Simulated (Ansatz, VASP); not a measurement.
Two plane-wave programs on KCdCO3F

```
CELL_PARAMETERS angstrom
5.13219 0.00000 0.00000
-2.56610 4.44461 0.00000
0.00000 0.00000 4.48933
ATOMIC_POSITIONS crystal
K 0.00000 0.00000 0.00000
Cd 0.66667 0.33333 0.50000
C 0.33333 0.66667 0.50000
O 0.18787 0.37574 0.50000
O 0.18787 0.81213 0.50000
O 0.62426 0.81213 0.50000
F 0.66667 0.33333 0.00000
```

Alike in both runs: functional PBE; k mesh 6 × 6 × 6; occupations gaussian, width 0.02 eV; no spin polarisation.

Ansatz relaxed the structure, and its values are those at the end. VASP's run is a single point on that final structure, the one shown.

|  | VASP | Ansatz |
| --- | --- | --- |
| version | VASP 6.6.1 | Ansatz 0.2.0 |
| potentials or method | VASP PAW PBE potentials, release 64 (K_sv, Cd, C, O, F), cutoff 520 eV | scalar-relativistic, plane waves, PAW |
| valence electrons in the cell | 50 | 58 |

```csv
,VASP,Ansatz,Ansatz less VASP
gap on the k mesh at the Fermi level (eV),1.75,1.78,+0.027
least direct gap on the mesh (eV),1.75,1.78,+0.027
pressure (GPa),0.7,0.0,-0.75
rms of the force components (eV/Å),0.100,0.000,-0.0992
```

VASP's potentials hold 50 valence electrons a cell and Ansatz's 58, so a difference there can come from the potentials and not from the codes.
